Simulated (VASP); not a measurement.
# MgH (P6_3/mmc) in VASP: a series of runs

The runs below take MgH through single point, relaxation of cell and atoms, with PBE.

Program: VASP 6.6.1. These are calculated values, not measurements. Logs are shortened: lines on timing, memory, paths and dates and some standing lists are left out, and cuts for length are marked.

### Step 1. The cell of the first run

Symmetry: P6_3/mmc, No. 194, hexagonal system. The conventional cell has a = 3.537 Å, b = 3.537 Å, c = 4.680 Å, α = 90.00°, β = 90.00°, γ = 120.00°. Within 2.7 Å of Mg (site symmetry -6m2) lie 5 H at 2.04 to 2.34 Å. Within 2.7 Å of H (site symmetry -6m2) lie 5 Mg at 2.04 to 2.34 Å.

### Step 2. Single point, PBE

File INCAR:

```
ALGO = Normal
EDIFF = 1E-6
ENCUT = 520
GGA = PE
ISIF = 2
ISMEAR = 0
LASPH = True
LCHARG = False
LREAL = False
LWAVE = False
NBANDS = 11
NELM = 60
PREC = Accurate
SIGMA = 0.1
```

File KPOINTS:

```
k-points
0
Gamma
  12 12 8
```

File POSCAR:

```
MgH
1.0
    3.5370618782      0.0000000000      0.0000000000
   -1.7685309391      3.0631854413      0.0000000000
    0.0000000000      0.0000000000      4.6800655952
Mg H
2 2
Direct
    0.3333333333      0.6666666667      0.2500000000
    0.6666666667      0.3333333333      0.7500000000
    0.3333333333      0.6666666667      0.7500000000
    0.6666666667      0.3333333333      0.2500000000
```

Potentials or basis: VASP PAW PBE potentials, release 64 (Mg, H).

The run is started by

```sh
cat potpaw_PBE.64/Mg/POTCAR potpaw_PBE.64/H/POTCAR > POTCAR
mpirun -np 1 vasp_std > vasp.out
```

OUTCAR:

```text
EDIFF = 1E-6
   ENCUT = 520
   GGA = PE
   ISIF = 2
   ISMEAR = 0
   LASPH = True
   LREAL = False
   NELM = 60
   PREC = Accurate

 ion  position               nearest neighbor table
   1  0.333  0.667  0.250-   4 2.04   4 2.04   4 2.04   2 3.11   2 3.11   2 3.11   2 3.11   2 3.11
                             2 3.11
   2  0.667  0.333  0.750-   3 2.04   3 2.04   3 2.04   1 3.11   1 3.11   1 3.11   1 3.11   1 3.11
                             1 3.11
   3  0.333  0.667  0.750-   2 2.04   2 2.04   2 2.04
   4  0.667  0.333  0.250-   1 2.04   1 2.04   1 2.04

  LATTYP: Found a hexagonal cell.
 ALAT       =     3.5370618782
 C/A-ratio  =     1.3231506138

  Lattice vectors:

 A1 = (   3.5370618782,   0.0000000000,   0.0000000000)
 A2 = (  -1.7685309391,   3.0631854413,   0.0000000000)
 A3 = (   0.0000000000,   0.0000000000,   4.6800655952)

Analysis of symmetry for initial positions (statically):
=====================================================================
 Subroutine PRICEL returns:
 Original cell was already a primitive cell.

 Routine SETGRP: Setting up the symmetry group for a
 hexagonal supercell.

 Subroutine GETGRP returns: Found 24 space group operations
 (whereof 12 operations were pure point group operations)
 out of a pool of 24 trial point group operations.

The static configuration has the point symmetry D_3d.
 The point group associated with its full space group is D_6h.

Analysis of symmetry for dynamics (positions and initial velocities):
=====================================================================
 Subroutine PRICEL returns:
 Original cell was already a primitive cell.

 Routine SETGRP: Setting up the symmetry group for a
 hexagonal supercell.

 Subroutine GETGRP returns: Found 24 space group operations
 (whereof 12 operations were pure point group operations)
 out of a pool of 24 trial point group operations.

The dynamic configuration has the point symmetry D_3d.
 The point group associated with its full space group is D_6h.

 Subroutine INISYM returns: Found 24 space group operations
 (whereof 12 operations are pure point group operations),
 and found     1 'primitive' translations

----------------------------------------------------------------------------------------

                                     Primitive cell

  volume of cell :      50.7070

  direct lattice vectors                    reciprocal lattice vectors
     3.537061878  0.000000000  0.000000000     0.282720527  0.163228773  0.000000000
    -1.768530939  3.063185441  0.000000000     0.000000000  0.326457545  0.000000000
     0.000000000  0.000000000  4.680065595     0.000000000  0.000000000  0.213672219

  length of vectors
     3.537061878  3.537061878  4.680065595     0.326457545  0.326457545  0.213672219

  position of ions in fractional coordinates (direct lattice)
     0.333333333  0.666666667  0.250000000
     0.666666667  0.333333333  0.750000000
     0.333333333  0.666666667  0.750000000
     0.666666667  0.333333333  0.250000000

  ion indices of the primitive-cell ions
   primitive index   ion index
                 1           1
                 2           2
                 3           3
                 4           4

----------------------------------------------------------------------------------------

 KPOINTS: k-points

Automatic generation of k-mesh.
 Grid dimensions read from file:
 generate k-points for:   12   12    8

 Generating k-lattice:

  Cartesian coordinates                     Fractional coordinates (reciprocal lattice)
     0.023560044  0.013602398  0.000000000     0.083333333  0.000000000  0.000000000
     0.000000000  0.027204795  0.000000000     0.000000000  0.083333333  0.000000000
     0.000000000  0.000000000  0.026709027     0.000000000  0.000000000  0.125000000

  Length of vectors
     0.027204795  0.027204795  0.026709027

  Shift w.r.t. Gamma in fractional coordinates (k-lattice)
     0.000000000  0.000000000  0.000000000

 Subroutine IBZKPT returns following result:
 ===========================================

 Found     95 irreducible k-points:

 Following reciprocal coordinates:
            Coordinates               Weight
  0.000000  0.000000  0.000000      1.000000
  0.083333  0.000000  0.000000      6.000000
  0.166667  0.000000  0.000000      6.000000
  0.250000  0.000000  0.000000      6.000000
  0.333333  0.000000  0.000000      6.000000
  0.416667  0.000000  0.000000      6.000000
[... 16 lines left out ...]
  0.250000  0.000000  0.125000     12.000000
  0.333333  0.000000  0.125000     12.000000
 [... further k-points ...]
   k-points           NKPTS =     95   k-points in BZ     NKDIM =     95   number of bands    NBANDS=     11
   number of dos      NEDOS =    301   number of ions     NIONS =      4
   total plane-waves  NPLWV =  28224
   dimension x,y,z NGX =    28 NGY =   28 NGZ =   36
   dimension x,y,z NGXF=    56 NGYF=   56 NGZF=   72
   ions per type =               2   2
   NGX,Y,Z   is equivalent  to a cutoff of  13.16, 13.16, 12.79 a.u.
   NGXF,Y,Z  is equivalent  to a cutoff of  26.32, 26.32, 25.58 a.u.
 SYSTEM =  unknown system
   PREC   = accura    normal or accurate (medium, high low for compatibility)
   ISTART =      0    job   : 0-new  1-cont  2-samecut
   ICHARG =      2    charge: 1-file 2-atom 10-const
   ISPIN  =      1    spin polarized calculation?
   LNONCOLLINEAR =      F non collinear calculations
   LSORBIT =      F    spin-orbit coupling
   LASPH  =      T    aspherical Exc in radial PAW
   ENCUT  =  520.0 eV  38.22 Ry    6.18 a.u.   6.58  6.58  8.70*2*pi/ulx,y,z
   NELM   =     60;   NELMIN=  2; NELMDL= -5     # of ELM steps
   EDIFF  = 0.1E-05   stopping-criterion for ELM
   LREAL  =      F    real-space projection
   EDIFFG = 0.1E-04   stopping-criterion for IOM
   NSW    =      0    number of steps for IOM
   IBRION =     -1    ionic relax: 0-MD 1-quasi-New 2-CG
   NFREE  =      0    steps in history (QN), initial steepest desc. (CG)
   ISIF   =      2    stress and relaxation
   ISYM   =      2    0-nonsym 1-usesym 2-fastsym
   POTIM  = 0.5000    time-step for ionic-motion
   TEBEG  =    0.0;   TEEND  =   0.0 temperature during run
   PSTRESS=    0.0 pullay stress
   NELECT =       6.0000    total number of electrons
   NUPDOWN=      -1.0000    fix difference up-down
   EMIN   =  10.00;   EMAX   =-10.00  energy-range for DOS
   EFERMI =   0.00;   METHOD = LEGACY
   ISMEAR =     0;   SIGMA  =   0.10  broadening in eV -4-tet -1-fermi 0-gaus
   EFERMI_NEDOS =   21; number of points for ismear=-14 and -15
   IALGO  =     38    algorithm
   IMIX   =      4    mixing-type and parameters
     AMIX     =   0.40;   BMIX     =  1.00
     AMIX_MAG =   1.60;   BMIX_MAG =  1.00
  volume/ion in A,a.u.               =      12.68        85.55
  Fermi-wavevector in a.u.,A,eV,Ry     =   0.803716  1.518803  8.788812  0.645959
  Thomas-Fermi vector in A             =   1.911636
   LORBIT       =      0    0 simple, 1 ext, 2 COOP (PROOUT), +10 PAW based schemes
   GGA     = PE    functional components
   LHFCALC =     F    Hartree Fock is set to
   AEXX    =    0.0000 exact exchange contribution
   IVDW    =     0    specifies the selected vdW correction
   LEPSILON=     F    determine dielectric tensor
   LRPA    =     F    only Hartree local field effects (RPA)
 non-spin polarized calculation
 Gauss-broadening in eV      SIGMA  =   0.10
  energy-cutoff  :      520.00
  volume of cell :       50.71
 maximum number of plane-waves:      1398
 NGX is ok and might be reduce to    28
   NGX = 13   NGY = 13   NGZ = 17

 number of electron       6.0000000 magnetization

 Free energy of the ion-electron system (eV)
  ---------------------------------------------------
  ext. energy  EPLUGINS =         0.00000000
  ---------------------------------------------------
  free energy    TOTEN  =        -8.93577308 eV

  energy without entropy =       -8.93085069  energy(sigma->0) =       -8.93331189

 E-fermi :   2.9840     XC(G=0):  -8.7668

 val. band max:        2.9808024518   @ k =   0.3333   0.3333   0.3750
 cond. band min:       2.9915608279   @ k =   0.1667   0.1667   0.2500
 fundamental gap:      0.0107583760
 Fermi energy:         2.9839624712

 k-point     1 :       0.0000    0.0000    0.0000
  band No.  band energies     occupation
      1      -6.3107      2.00000
      2      -1.8293      2.00000
      3       1.8151      2.00000
      4       8.1789      0.00000
      5       9.4719      0.00000
      6       9.4857      0.00000
      7       9.4857      0.00000
      8      10.5609      0.00000
      9      10.5609      0.00000
     10      15.1209      0.00000
     11      15.2279      0.00000

 k-point     2 :       0.0833    0.0000    0.0000
  band No.  band energies     occupation
      1      -6.2136      2.00000
      2      -1.7945      2.00000
      3       1.9151      2.00000
      4       7.3080      0.00000
      5       8.0950      0.00000
      6       8.8409      0.00000
      7      10.3697      0.00000
      8      11.3859      0.00000
      9      11.8287      0.00000
     10      13.7530      0.00000
     11      14.5626      0.00000

 k-point     3 :       0.1667    0.0000    0.0000
  band No.  band energies     occupation
      1      -5.9261      2.00000
      2      -1.7133      2.00000
      3       2.2150      2.00000
      4       5.6061      0.00000
      5       7.2221      0.00000
      6       8.0263      0.00000
      7      10.7616      0.00000
      8      11.8370      0.00000
      9      12.5249      0.00000
     10      12.6776      0.00000
     11      13.9910      0.00000
[... 267 lines left out ...]
 k-point    23 :       0.2500    0.0000    0.1250
  band No.  band energies     occupation
      1      -5.3666      2.00000
      2      -1.9290      2.00000
      3       2.7704      1.99747
      4       4.3681      0.00000
      5       6.4880      0.00000
      6       7.4613      0.00000
      7       9.4607      0.00000
      8      10.8261      0.00000
      9      11.9473      0.00000
     10      12.1053      0.00000
     11      14.5420      0.00000

 k-point    24 :       0.3333    0.0000    0.1250
  band No.  band energies     occupation
      1      -4.7548      2.00000
      2      -1.9316      2.00000
      3       2.5146      2.00000
      4       3.9293      0.00000
      5       5.8716      0.00000
      6       6.9876      0.00000
      7       8.3313      0.00000
      8      10.2797      0.00000
      9      11.1018      0.00000
     10      11.5068      0.00000
     11      14.5719      0.00000

 [... further k-points ...]
[... 5 lines left out ...]
  --------------------------------------------------------------------------------------
  -------------------------------------------------------------------------------------
  Total       -0.0977580     -0.0977580     -0.0998912      0.0000000      0.0000000      0.0000000
  in kB       -3.0888361     -3.0888361     -3.1562407      0.0000000      0.0000000      0.0000000
  external PRESSURE =      -3.1113043 kB  Pullay stress =       0.0000000 kB

 VOLUME and BASIS-vectors are now :
 -----------------------------------------------------------------------------
  energy-cutoff  :      520.00
  volume of cell :       50.71
      direct lattice vectors                 reciprocal lattice vectors
     3.537061878  0.000000000  0.000000000     0.282720527  0.163228773  0.000000000
    -1.768530939  3.063185441  0.000000000     0.000000000  0.326457545  0.000000000
     0.000000000  0.000000000  4.680065595     0.000000000  0.000000000  0.213672219

 POSITION                                       TOTAL-FORCE (eV/Angst)
 -----------------------------------------------------------------------------------
     -0.00000      2.04212      1.17002         0.000000      0.000000      0.000000
      1.76853      1.02106      3.51005         0.000000     -0.000000      0.000000
     -0.00000      2.04212      3.51005        -0.000000      0.000000      0.000000
      1.76853      1.02106      1.17002        -0.000000     -0.000000      0.000000
 -----------------------------------------------------------------------------------
    total drift:                               -0.000000      0.000000      0.000000

  FREE ENERGIE OF THE ION-ELECTRON SYSTEM (eV)
  ---------------------------------------------------
  free  energy   TOTEN  =        -8.9357730844 eV

  energy  without entropy=       -8.9308506878  energy(sigma->0) =       -8.93331189
```

It took 18 s on 1 thread of Intel Xeon 6975P-C (Granite Rapids), shared host; peak memory 0.2 GiB.

What came out:

```yaml
Free_energy: -8.9358 eV
Pressure: -0.3 GPa
Band_gap_on_the_k_mesh: zero (band 3 reaches 6.00 eV, above the bottom of band 4 at 1.53 eV)
```

### Step 3. Relaxation of cell and atoms, PBE

This run uses another cell than the first one, of 11.52 Å³/atom, 0.909 times its volume.

File INCAR:

```
SYSTEM = MgH
PREC = Accurate
ENCUT = 600
EDIFF = 1E-6
ISMEAR = 0
SIGMA = 0.1
LREAL = .FALSE.
LASPH = .TRUE.
NELM = 80
ALGO = Normal
ISIF = 3
LWAVE = .FALSE.
LCHARG = .FALSE.
GGA = PE
IBRION = 2
NSW = 90
EDIFFG = -0.025
```

File KPOINTS:

```
regular mesh
0
G
  12 12 8
  0 0 0
```

File POSCAR:

```
MgH
1.0
    3.1896649782      0.0000000000      0.0000000000
   -1.5948324891      2.7623309006      0.0000000000
    0.0000000000      0.0000000000      5.2287822010
Mg H
2 2
Direct
    0.3333333333      0.6666666667      0.2500000000
    0.6666666667      0.3333333333      0.7500000000
    0.0000000000      0.0000000000      0.0000000000
    0.0000000000      0.0000000000      0.5000000000
```

Potentials or basis: VASP PAW PBE potentials, release 64 (Mg, H).

The run is started by

```sh
cat potpaw_PBE.64/Mg/POTCAR potpaw_PBE.64/H/POTCAR > POTCAR
mpirun -np 1 vasp_std > vasp.out
```

Run time: 61 s. Hardware: 1 thread of Intel Xeon 6975P-C (Granite Rapids), shared host; peak memory 0.21 GiB.

It converged, with:

```
Free energy                            : -9.3110 eV
Relaxed volume                         : 11.38 Å³/atom
Relaxed cell                           : a = 3.282 Å, b = 3.282 Å, c = 4.882 Å, α = 90.00°, β = 90.00°, γ = 120.00°
Space group after relaxing (to 0.05 Å) : P6_3/mmc (No. 194)
Energy gained by relaxing              : 13.8 meV/atom
Ionic steps                            : 8
Pressure after relaxing                : 0.1 GPa
Band gap on the k mesh                 : zero (band 3 reaches 7.47 eV, above the bottom of band 4 at 1.84 eV)
```

Stress tensor (GPa, compression positive):
```
0.12 0.00 0.00
0.00 0.12 0.00
0.00 0.00 0.03
```

Step by step:
```
step  energy change (eV)  largest force (eV/Å)  pressure (GPa)  volume (Å³)
   1              0.0000                0.0000           -0.48        46.07
   2             -0.0165                0.0000           -0.26        45.84
   3             -0.0425                0.0000            0.31        45.30
   4             -0.0383                0.0000            2.11        44.09
   5             -0.0520                0.0000            1.13        44.71
   6             -0.0528                0.0000            0.94        44.83
   7             -0.0528                0.0000            0.89        44.87
   8             -0.0551                0.0000            0.09        45.54
```

Final structure:
```xyz
4
Lattice="3.2819 0.0000 0.0000 -1.6410 2.8422 0.0000 0.0000 0.0000 4.8819" Properties=species:S:1:pos:R:3 pbc="T T T"
Mg    0.0000    1.8948    1.2205
Mg    1.6410    0.9474    3.6614
H     0.0000    0.0000    4.8819
H     0.0000    0.0000    2.4409
```

Levels at points of the mesh, in eV from the Fermi level:
```
           k point  band 1  band 2  band 3  band 4  band 5  band 6  band 7
(0.00, 0.00, 0.00)   -9.79   -5.42   -1.46    4.83    8.27    8.29    8.29
(0.50, 0.00, 0.00)   -6.86   -3.35   -3.28    1.78    2.49    2.72    4.77
(0.00, 0.00, 0.50)   -8.34   -8.34    3.76    3.76    7.03    7.03    9.58
(0.50, 0.00, 0.50)   -5.57   -5.57   -1.83   -1.83    5.40    5.40    6.09
```

(Continued in part 2 of 2.)
